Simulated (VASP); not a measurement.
# SnO2 (P4_2/mnm) in VASP: notebook

SnO2 is run at these levels: PBE; tasks: single point.

All numbers are computed with VASP 6.6.1; they aren't measurements. Logs are shortened: lines on timing, memory, paths and dates and some standing lists are left out, and cuts for length are marked.

## (1) The cell of the first run

It takes space group P4_2/mnm (No. 136, tetragonal). The conventional cell has a = 4.316 Å, b = 4.316 Å, c = 3.085 Å, α = 90.00°, β = 90.00°, γ = 90.00°. Sn (site symmetry mmm) has 6 O at 1.87 to 1.94 Å within 2.5 Å. O (site symmetry m2m) has 3 Sn at 1.87 to 1.94 Å and 1 O at 2.36 Å within 2.5 Å.

## (2) Single point, PBE

The input, INCAR:

```
SYSTEM = SnO2
PREC = Accurate
ENCUT = 520
EDIFF = 1E-7
ISMEAR = 0
SIGMA = 0.02
LREAL = .False.
LASPH = .True.
NELM = 80
ALGO = Normal
ISIF = 2
LWAVE = .False.
LCHARG = .False.
GGA = PE
NBANDS = 35
```

The input, KPOINTS:

```
Automatic mesh
0
Gamma
  6 6 10
  0 0 0
```

The input, POSCAR:

```
SnO2
1.0
    4.3155087597      0.0000000000      0.0000000000
    0.0000000000      4.3155087597      0.0000000000
    0.0000000000      0.0000000000      3.0849419873
Sn O
2 4
Direct
    0.5000000000      0.5000000000      0.5000000000
    0.0000000000      0.0000000000      0.0000000000
    0.1935118317      0.8064881683      0.5000000000
    0.8064881683      0.1935118317      0.5000000000
    0.3064881683      0.3064881683      0.0000000000
    0.6935118317      0.6935118317      0.0000000000
```

Potentials or basis: VASP PAW PBE potentials, release 64 (Sn_d, O).

Started as:

```sh
> cat potpaw_PBE.64/Sn_d/POTCAR potpaw_PBE.64/O/POTCAR > POTCAR
> mpirun -np 1 vasp_std > vasp.out
```

OUTCAR:

```text
SYSTEM = SnO2
   PREC = Accurate
   ENCUT = 520
   EDIFF = 1E-7
   ISMEAR = 0
   LREAL = .False.
   LASPH = .True.
   NELM = 80
   ISIF = 2
   GGA = PE

 ion  position               nearest neighbor table
   1  0.500  0.500  0.500-   3 1.87   4 1.87   5 1.94   6 1.94   5 1.94   6 1.94   2 3.42   2 3.42
                             2 3.42   2 3.42   2 3.42   2 3.42   2 3.42   2 3.42
   2  0.000  0.000  0.000-   5 1.87   6 1.87   3 1.94   4 1.94   3 1.94   4 1.94   1 3.42   1 3.42
                             1 3.42   1 3.42   1 3.42   1 3.42   1 3.42   1 3.42
   3  0.194  0.806  0.500-   1 1.87   2 1.94   2 1.94
   4  0.806  0.194  0.500-   1 1.87   2 1.94   2 1.94
   5  0.306  0.306  0.000-   2 1.87   1 1.94   1 1.94
   6  0.694  0.694  0.000-   2 1.87   1 1.94   1 1.94

  LATTYP: Found a simple tetragonal cell.
 ALAT       =     4.3155087597
 C/A-ratio  =     0.7148501275

  Lattice vectors:

 A1 = (   4.3155087597,   0.0000000000,   0.0000000000)
 A2 = (   0.0000000000,   4.3155087597,   0.0000000000)
 A3 = (   0.0000000000,   0.0000000000,   3.0849419873)

Analysis of symmetry for initial positions (statically):
=====================================================================
 Subroutine PRICEL returns:
 Original cell was already a primitive cell.

 Routine SETGRP: Setting up the symmetry group for a
 simple tetragonal supercell.

 Subroutine GETGRP returns: Found 16 space group operations
 (whereof  8 operations were pure point group operations)
 out of a pool of 16 trial point group operations.

The static configuration has the point symmetry D_2h.
 The point group associated with its full space group is D_4h.

Analysis of symmetry for dynamics (positions and initial velocities):
=====================================================================
 Subroutine PRICEL returns:
 Original cell was already a primitive cell.

 Routine SETGRP: Setting up the symmetry group for a
 simple tetragonal supercell.

 Subroutine GETGRP returns: Found 16 space group operations
 (whereof  8 operations were pure point group operations)
 out of a pool of 16 trial point group operations.

The dynamic configuration has the point symmetry D_2h.
 The point group associated with its full space group is D_4h.

 Subroutine INISYM returns: Found 16 space group operations
 (whereof  8 operations are pure point group operations),
 and found     1 'primitive' translations

----------------------------------------------------------------------------------------

                                     Primitive cell

  volume of cell :      57.4528

  direct lattice vectors                    reciprocal lattice vectors
     4.315508760  0.000000000  0.000000000     0.231722389  0.000000000  0.000000000
     0.000000000  4.315508760  0.000000000     0.000000000  0.231722389  0.000000000
     0.000000000  0.000000000  3.084941987     0.000000000  0.000000000  0.324155204

  length of vectors
     4.315508760  4.315508760  3.084941987     0.231722389  0.231722389  0.324155204

  position of ions in fractional coordinates (direct lattice)
     0.500000000  0.500000000  0.500000000
     0.000000000  0.000000000  0.000000000
     0.193511832  0.806488168  0.500000000
     0.806488168  0.193511832  0.500000000
     0.306488168  0.306488168  0.000000000
     0.693511832  0.693511832  0.000000000

  ion indices of the primitive-cell ions
   primitive index   ion index
                 1           1
                 2           2
                 3           3
                 4           4
                 5           5
                 6           6

----------------------------------------------------------------------------------------

 KPOINTS: Automatic mesh

Automatic generation of k-mesh.
 Grid dimensions read from file:
 generate k-points for:    6    6   10

 Generating k-lattice:

  Cartesian coordinates                     Fractional coordinates (reciprocal lattice)
     0.038620398  0.000000000  0.000000000     0.166666667  0.000000000  0.000000000
     0.000000000  0.038620398  0.000000000     0.000000000  0.166666667  0.000000000
     0.000000000  0.000000000  0.032415520     0.000000000  0.000000000  0.100000000

  Length of vectors
     0.038620398  0.038620398  0.032415520

  Shift w.r.t. Gamma in fractional coordinates (k-lattice)
     0.000000000  0.000000000  0.000000000

 Subroutine IBZKPT returns following result:
 ===========================================

 Found     60 irreducible k-points:

 Following reciprocal coordinates:
            Coordinates               Weight
  0.000000  0.000000  0.000000      1.000000
  0.166667  0.000000  0.000000      4.000000
  0.333333  0.000000  0.000000      4.000000
  0.500000  0.000000  0.000000      2.000000
  0.166667  0.166667  0.000000      4.000000
  0.333333  0.166667  0.000000      8.000000
[... 16 lines left out ...]
  0.333333  0.000000  0.200000      8.000000
  0.500000  0.000000  0.200000      4.000000
[... 34 lines left out ...]
   ISMEAR =     0;   SIGMA  =   0.02  broadening in eV -4-tet -1-fermi 0-gaus
   EFERMI_NEDOS =   21; number of points for ismear=-14 and -15
   IALGO  =     38    algorithm
   IMIX   =      4    mixing-type and parameters
     AMIX     =   0.40;   BMIX     =  1.00
     AMIX_MAG =   1.60;   BMIX_MAG =  1.00
  volume/ion in A,a.u.               =       9.58        64.62
  Fermi-wavevector in a.u.,A,eV,Ry     =   1.583576  2.992525 34.119511  2.507713
  Thomas-Fermi vector in A             =   2.683326
   LORBIT       =      0    0 simple, 1 ext, 2 COOP (PROOUT), +10 PAW based schemes
   GGA     = PE    functional components
   LHFCALC =     F    Hartree Fock is set to
   AEXX    =    0.0000 exact exchange contribution
   IVDW    =     0    specifies the selected vdW correction
   LEPSILON=     F    determine dielectric tensor
   LRPA    =     F    only Hartree local field effects (RPA)
 non-spin polarized calculation
 Gauss-broadening in eV      SIGMA  =   0.02
  energy-cutoff  :      520.00
  volume of cell :       57.45
 maximum number of plane-waves:      1576
   NGX = 17   NGY = 17   NGZ = 11

 number of electron      52.0000054 magnetization

 Free energy of the ion-electron system (eV)
  ---------------------------------------------------
  ext. energy  EPLUGINS =         0.00000000
  ---------------------------------------------------
  free energy    TOTEN  =       -33.28711288 eV

  energy without entropy =      -33.28711288  energy(sigma->0) =      -33.28711288

 E-fermi :   9.0584     XC(G=0): -12.5004

 val. band max:        8.9587413740   @ k =   0.0000   0.0000   0.0000
 cond. band min:      12.9506084028   @ k =   0.0000   0.0000   0.0000
 fundamental gap:      3.9918670288
 Fermi energy:         9.0584015398

 k-point     1 :       0.0000    0.0000    0.0000
  band No.  band energies     occupation
      1     -12.7299      2.00000
      2     -12.0077      2.00000
      3     -10.8738      2.00000
      4     -10.5926      2.00000
      5     -10.5657      2.00000
      6     -10.5657      2.00000
[... 27 lines left out ...]
     34      24.3452      0.00000
     35      24.5283      0.00000

 k-point     2 :       0.1667    0.0000    0.0000
  band No.  band energies     occupation
      1     -12.6601      2.00000
      2     -11.9003      2.00000
      3     -11.1048      2.00000
      4     -10.6253      2.00000
      5     -10.5596      2.00000
      6     -10.5590      2.00000
[... 27 lines left out ...]
     34      24.1556      0.00000
     35      24.2929      0.00000

 k-point     3 :       0.3333    0.0000    0.0000
  band No.  band energies     occupation
      1     -12.4527      2.00000
      2     -11.7618      2.00000
      3     -11.3977      2.00000
      4     -10.7597      2.00000
      5     -10.5463      2.00000
      6     -10.5452      2.00000
[... 27 lines left out ...]
     34      23.6386      0.00000
     35      23.6441      0.00000
[... 723 lines left out ...]
 k-point    23 :       0.3333    0.0000    0.2000
  band No.  band energies     occupation
      1     -12.3090      2.00000
      2     -11.8630      2.00000
      3     -11.2441      2.00000
      4     -11.2419      2.00000
      5     -10.5312      2.00000
      6     -10.4348      2.00000
[... 27 lines left out ...]
     34      23.1117      0.00000
     35      23.2897      0.00000

 k-point    24 :       0.5000    0.0000    0.2000
  band No.  band energies     occupation
      1     -12.0993      2.00000
      2     -12.0993      2.00000
      3     -11.2384      2.00000
      4     -11.2384      2.00000
      5     -10.4321      2.00000
      6     -10.4321      2.00000
[... 27 lines left out ...]
     34      23.0333      0.00000
     35      23.5117      0.00000

 [... further k-points ...]

------------------------ aborting loop because EDIFF is reached ----------------------------------------

  FORCE on cell =-STRESS in cart. coord.  units (eV):
  Direction    XX          YY          ZZ          XY          YZ          ZX
  --------------------------------------------------------------------------------------
  -------------------------------------------------------------------------------------
  Total       32.5588777     32.5588777     32.8334713      0.0000000      0.0000000      0.0000000
  in kB      907.9647798    907.9647798    915.6223332      0.0000000      0.0000000      0.0000000
  external PRESSURE =     910.5172976 kB  Pullay stress =       0.0000000 kB

 VOLUME and BASIS-vectors are now :
 -----------------------------------------------------------------------------
  energy-cutoff  :      520.00
  volume of cell :       57.45
      direct lattice vectors                 reciprocal lattice vectors
     4.315508760  0.000000000  0.000000000     0.231722389  0.000000000  0.000000000
     0.000000000  4.315508760  0.000000000     0.000000000  0.231722389  0.000000000
     0.000000000  0.000000000  3.084941987     0.000000000  0.000000000  0.324155204

 POSITION                                       TOTAL-FORCE (eV/Angst)
 -----------------------------------------------------------------------------------
      2.15775      2.15775      1.54247        -0.000000      0.000000     -0.000000
      0.00000      0.00000      0.00000        -0.000000      0.000000     -0.000000
      0.83510      3.48041      1.54247         0.028928     -0.028928     -0.000000
      3.48041      0.83510      1.54247        -0.028928      0.028928     -0.000000
      1.32265      1.32265      0.00000        -0.028928     -0.028928      0.000000
      2.99286      2.99286      0.00000         0.028928      0.028928     -0.000000
 -----------------------------------------------------------------------------------
    total drift:                                0.000000     -0.000000     -0.000000

  FREE ENERGIE OF THE ION-ELECTRON SYSTEM (eV)
  ---------------------------------------------------
  free  energy   TOTEN  =       -33.2871128835 eV

  energy  without entropy=      -33.2871128835  energy(sigma->0) =      -33.28711288
```

Wall time 3 min (1 thread of Intel Xeon 8259CL, shared host); peak memory 0.22 GiB.

Results:

```yaml
Free_energy: -33.2871 eV
Pressure: 91.1 GPa
Largest_force: 0.041 eV/Å
Band_gap_on_the_k_mesh: 3.99 eV
```

Forces in eV/Å, atoms in the order of the input:
```
Sn   0.000  0.000  0.000
Sn   0.000  0.000  0.000
O    0.029 -0.029  0.000
O   -0.029  0.029  0.000
O   -0.029 -0.029  0.000
O    0.029  0.029  0.000
```

Levels at points of the mesh, in eV from the valence-band top:
```csv
k point,band 23,band 24,band 25,band 26,band 27,band 28,band 29,band 30
"(0.00, 0.00, 0.00)",-1.09,-0.86,-0.86,0.00,3.99,7.13,7.13,7.52
"(0.50, 0.00, 0.00)",-1.11,-1.11,-0.62,-0.62,7.01,7.01,8.02,8.02
"(0.50, 0.50, 0.00)",-1.24,-1.24,-0.92,-0.92,7.38,7.38,9.04,9.04
"(0.00, 0.00, 0.50)",-2.28,-2.28,-1.53,-1.53,9.08,9.08,11.49,11.49
"(0.50, 0.00, 0.50)",-1.42,-1.42,-0.09,-0.09,9.59,9.59,10.29,10.29
"(0.50, 0.50, 0.50)",-1.08,-1.08,-0.95,-0.95,7.62,7.62,9.93,9.93
```

Caveat: the cell stands under pressure; spin-orbit coupling is left out, which moves the levels of the heavy elements.

## (3) Single point, PBE

This run uses another cell than the first one, of 11.83 Å³/atom.

The input, INCAR:

```
SYSTEM = SnO2
  PREC = Accurate
  ENCUT = 520
  EDIFF = 1E-6
  ISMEAR = 0
  SIGMA = 0.02
  LREAL = .FALSE.
  LASPH = .TRUE.
  NELM = 80
  ALGO = Normal
  ISIF = 2
  LWAVE = .FALSE.
  LCHARG = .TRUE.
  GGA = PE
  LELF = .TRUE.
  LVHAR = .TRUE.
  NBANDS = 35
```

The input, KPOINTS:

```
regular mesh
0
G
  6 6 8
  0 0 0
```

The input, POSCAR:

```
SnO2
1.0
    4.7080653024      0.0000000000      0.0000000000
    0.0000000000      4.7080653024      0.0000000000
    0.0000000000      0.0000000000      3.2033125471
Sn O
2 4
Direct
    0.5000000000      0.5000000000      0.5000000000
    0.0000000000      0.0000000000      0.0000000000
    0.1943803270      0.8056196730      0.5000000000
    0.8056196730      0.1943803270      0.5000000000
    0.3056196730      0.3056196730      0.0000000000
    0.6943803270      0.6943803270      0.0000000000
```

Potentials or basis: VASP PAW PBE potentials, release 64 (Sn_d, O).

Started as:

```sh
> cat potpaw_PBE.64/Sn_d/POTCAR potpaw_PBE.64/O/POTCAR > POTCAR
> mpirun -np 1 vasp_std > vasp.out
```

Run time: 3.2 min. Hardware: 1 thread of Intel Xeon 8259CL, shared host; peak memory 0.24 GiB.

The run converged. Its results:

| Quantity | Value |
| --- | --- |
| Free energy | -37.1307 eV |
| Pressure | 12.8 GPa |
| Largest force | 0.015 eV/Å |
| Band gap on the k mesh | 1.29 eV |

Forces on the atoms (eV/Å):
```
Sn   0.000  0.000  0.000
Sn   0.000  0.000  0.000
O    0.010 -0.010  0.000
O   -0.010  0.010  0.000
O   -0.010 -0.010  0.000
O    0.010  0.010  0.000
```

Stress tensor (GPa, compression positive):
```
12.66  0.00  0.00
 0.00 12.66  0.00
 0.00  0.00 13.00
```

Levels at points of the mesh, in eV from the valence-band top:
```csv
k point,band 23,band 24,band 25,band 26,band 27,band 28,band 29,band 30
"(0.00, 0.00, 0.00)",-1.26,-0.78,-0.78,0.00,1.29,6.16,6.29,6.29
"(0.50, 0.00, 0.00)",-1.21,-1.21,-0.62,-0.62,4.51,4.51,7.07,7.07
"(0.50, 0.50, 0.00)",-1.34,-1.34,-0.89,-0.89,4.91,4.91,7.54,7.54
"(0.00, 0.00, 0.50)",-1.69,-1.69,-1.26,-1.26,6.26,6.26,9.84,9.84
"(0.50, 0.00, 0.50)",-1.11,-1.11,-0.67,-0.67,6.56,6.56,8.19,8.19
"(0.50, 0.50, 0.50)",-0.95,-0.95,-0.83,-0.83,4.92,4.92,8.97,8.97
```

Caveat: the cell stands under pressure; spin-orbit coupling is left out, which moves the levels of the heavy elements.

## (4) Single point, PBE

This run uses another cell than the first one, of 12.30 Å³/atom.

The input, INCAR:

```
SYSTEM = SnO2
PREC     = Accurate       ! precision mode
ENCUT    = 520            ! plane-wave cutoff, eV
EDIFF    = 1E-6           ! SCF threshold, eV
ISMEAR   = 0              ! smearing method
SIGMA    = 0.02           ! smearing width, eV
LREAL    = .FALSE.        ! projectors in reciprocal space
LASPH    = .TRUE.         ! aspherical terms in the spheres
NELM     = 60             ! most SCF steps
ALGO     = Normal         ! electronic algorithm
ISIF     = 2              ! what is computed and relaxed
LWAVE    = .FALSE.        ! write WAVECAR
LCHARG   = .TRUE.         ! write CHGCAR
GGA      = PE             ! functional
LELF     = .TRUE.         ! ELF
LVHAR    = .TRUE.       
NBANDS   = 35             ! bands
```

KPOINTS is that of step 3.

The input, POSCAR:

```
SnO2
1.0
    4.7828380859      0.0000000000      0.0000000000
    0.0000000000      4.7828380859      0.0000000000
    0.0000000000      0.0000000000      3.2257857971
Sn O
2 4
Direct
    0.5000000000      0.5000000000      0.5000000000
    0.0000000000      0.0000000000      0.0000000000
    0.1938948927      0.8061051073      0.5000000000
    0.8061051073      0.1938948927      0.5000000000
    0.3061051073      0.3061051073      0.0000000000
    0.6938948927      0.6938948927      0.0000000000
```

Started as:

```sh
> cat potpaw_PBE.64/Sn_d/POTCAR potpaw_PBE.64/O/POTCAR > POTCAR
> mpirun -np 1 vasp_std > vasp.out
```

Run time: 3.4 min. Hardware: 1 thread of Intel Xeon 8259CL, shared host; peak memory 0.24 GiB.

The run converged. Its results:

```
Free energy            : -37.2826 eV
Pressure               : 4.6 GPa
Largest force          : 0.010 eV/Å
Band gap on the k mesh : 0.89 eV
```

Forces on the atoms (eV/Å):
```
Sn   0.000  0.000  0.000
Sn   0.000  0.000  0.000
O    0.007 -0.007  0.000
O   -0.007  0.007  0.000
O   -0.007 -0.007  0.000
O    0.007  0.007  0.000
```

Stress tensor (GPa, compression positive):
```
4.54 0.00 0.00
0.00 4.54 0.00
0.00 0.00 4.85
```

Levels at points of the mesh, in eV from the valence-band top:
```
           k point  band 23  band 24  band 25  band 26  band 27  band 28  band 29  band 30
(0.00, 0.00, 0.00)    -1.26    -0.75    -0.75     0.00     0.89     5.87     6.14     6.14
(0.50, 0.00, 0.00)    -1.21    -1.21    -0.61    -0.61     4.10     4.10     6.90     6.90
(0.50, 0.50, 0.00)    -1.34    -1.34    -0.87    -0.87     4.50     4.50     7.29     7.29
(0.00, 0.00, 0.50)    -1.59    -1.59    -1.21    -1.21     5.82     5.82     9.53     9.53
(0.50, 0.00, 0.50)    -1.05    -1.05    -0.72    -0.72     6.10     6.10     7.81     7.81
(0.50, 0.50, 0.50)    -0.93    -0.93    -0.80    -0.80     4.54     4.54     8.75     8.75
```

Caveat: the cell stands under pressure; spin-orbit coupling is left out, which moves the levels of the heavy elements.

## (5) Single point, PBE

This run uses another cell than the first one, of 12.30 Å³/atom.

The input, INCAR:

```
ALGO = Normal ; EDIFF = 1E-6
ENCUT = 520 ; GGA = PE
ISIF = 2 ; ISMEAR = 0
LASPH = T ; LCHARG = T
LELF = T ; LREAL = F
LVHAR = T ; LWAVE = F
NBANDS = 35 ; NELM = 80
PREC = Accurate ; SIGMA = 0.02
```

The input, KPOINTS:

```
k-points
0
Gamma
  6 6 8
```

POSCAR is that of step 4.

Started as:

```sh
> cat potpaw_PBE.64/Sn_d/POTCAR potpaw_PBE.64/O/POTCAR > POTCAR
> mpirun -np 1 vasp_std > vasp.out
```

Wall time 3.3 min (1 thread of Intel Xeon 8259CL, shared host); peak memory 0.24 GiB.

The run converged. Its results:

```yaml
Free_energy: -37.2826 eV
Pressure: 4.6 GPa
Largest_force: 0.010 eV/Å
Band_gap_on_the_k_mesh: 0.89 eV
```

Forces on the atoms (eV/Å):
```
Sn   0.000  0.000  0.000
Sn   0.000  0.000  0.000
O    0.007 -0.007  0.000
O   -0.007  0.007  0.000
O   -0.007 -0.007  0.000
O    0.007  0.007  0.000
```

Stress tensor (GPa, compression positive):
```
4.54 0.00 0.00
0.00 4.54 0.00
0.00 0.00 4.85
```

Levels at points of the mesh, in eV from the valence-band top:
```
           k point  band 23  band 24  band 25  band 26  band 27  band 28  band 29  band 30
(0.00, 0.00, 0.00)    -1.26    -0.75    -0.75     0.00     0.89     5.87     6.14     6.14
(0.50, 0.00, 0.00)    -1.21    -1.21    -0.61    -0.61     4.10     4.10     6.90     6.90
(0.50, 0.50, 0.00)    -1.34    -1.34    -0.87    -0.87     4.50     4.50     7.29     7.29
(0.00, 0.00, 0.50)    -1.59    -1.59    -1.21    -1.21     5.82     5.82     9.53     9.53
(0.50, 0.00, 0.50)    -1.05    -1.05    -0.72    -0.72     6.10     6.10     7.81     7.81
(0.50, 0.50, 0.50)    -0.93    -0.93    -0.80    -0.80     4.54     4.54     8.75     8.75
```

Caveat: the cell stands under pressure; spin-orbit coupling is left out, which moves the levels of the heavy elements.

## (6) Overview

```csv
cell,k mesh,gap on the mesh (eV),pressure (GPa),largest force (eV/Å)
"a = 4.316, b = 4.316, c = 3.085 Å, 6 atoms, atomic positions A",6 × 6 × 10,3.99,91.1,0.04
"a = 4.708, b = 4.708, c = 3.203 Å, 6 atoms, atomic positions B",6 × 6 × 8,1.29,12.8,0.01
"a = 4.783, b = 4.783, c = 3.226 Å, 6 atoms, atomic positions C",6 × 6 × 8,0.89,4.6,0.01
```

Alike in all rows: task single point; level PBE; potentials or basis VASP PAW PBE potentials, release 64 (Sn_d, O); no spin polarisation; cutoff (eV) 520; smearing gaussian 0.02 eV.

Caveats: the cell stands under pressure; spin-orbit coupling is left out, which moves the levels of the heavy elements.

Absolute energies hang on the potentials; compare differences alone.
